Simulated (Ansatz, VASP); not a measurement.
**ZnO in VASP and in Ansatz**

File INCAR:

```
PREC     = Accurate       # precision mode
ENCUT    = 520            # plane-wave cutoff, eV
EDIFF    = 1E-6           # SCF threshold, eV
ISMEAR   = -1             # smearing method
SIGMA    = 0.02           # smearing width, eV
LREAL    = F              # projectors in reciprocal space
LASPH    = T              # aspherical terms in the spheres
NELM     = 60             # most SCF steps
ALGO     = Normal         # electronic algorithm
ISIF     = 2              # what is computed and relaxed
LWAVE    = F              # write WAVECAR
LCHARG   = F              # write CHGCAR
GGA      = PE             # functional
NBANDS   = 26             # bands
```

Contents of KPOINTS:

```
regular mesh
0
Gamma
  12 12 6
```

Contents of POSCAR:

```
ZnO
1.0
    3.1706340496      0.0000000000      0.0000000000
   -1.5853170248      2.7458496330      0.0000000000
    0.0000000000      0.0000000000      5.1067327949
Zn O
2 2
Direct
    0.3333333333      0.6666666667     -0.0023477533
    0.6666666667      0.3333333333      0.4976522467
    0.3333333333      0.6666666667      0.3773477533
    0.6666666667      0.3333333333      0.8773477533
```

Input for Ansatz:

```yaml
crystal:
  lattice:
    - [3.1706340496, 0.0, 0.0]
    - [-1.5853170248, 2.745849633, 0.0]
    - [0.0, 0.0, 5.1067327949]
  atoms:
    - { symbol: Zn, position: [0.3333333333, 0.6666666667, -0.0023477533] }
    - { symbol: Zn, position: [0.6666666667, 0.3333333333, 0.4976522467] }
    - { symbol: O, position: [0.3333333333, 0.6666666667, 0.3773477533] }
    - { symbol: O, position: [0.6666666667, 0.3333333333, 0.8773477533] }
kpoints:
  mp_grid: { grid: [12, 12, 6] }
  band_path:
    path:
      - [0.0, 0.0, 0.0]
      - [0.5, 0.0, 0.0]
      - [0.3333333333, 0.3333333333, 0.0]
      - [0.0, 0.0, 0.5]
      - [0.5, 0.0, 0.5]
      - [0.3333333333, 0.3333333333, 0.5]
    npoints: 1
hamiltonian:
  xc: pbe
scf:
  occupations: { method: fermi_dirac, width: 0.02 }
  n_extra_bands: 5
output:
  forces: true
  stress: true
  eigenvalues: true
```

Change from the starting cell: hydrostatic strain -2.0%.

Alike in both runs: task single point; functional PBE; k mesh 12 × 12 × 6; occupations fermi-dirac, width 0.02 eV; no spin polarisation.

```csv
,VASP,Ansatz
version,VASP 6.6.1,Ansatz 0.2.0
potentials or method,"VASP PAW PBE potentials, release 64 (Zn, O)","plane waves, PAW"
plane-wave cutoff (eV),520,420
valence electrons in the cell,36,36
```

```csv
,VASP,Ansatz,Ansatz less VASP
gap on the k mesh at the Fermi level (eV),0.88,0.89,+0.012
pressure (GPa),18.2,16.8,-1.48
rms of the force components (eV/Å),0.004,0.003,-0.0008
```

Atom by atom the forces differ by 0.001 eV/Å (rms over components). With one functional, cell and mesh, what is left measures potentials, basis and numerics.
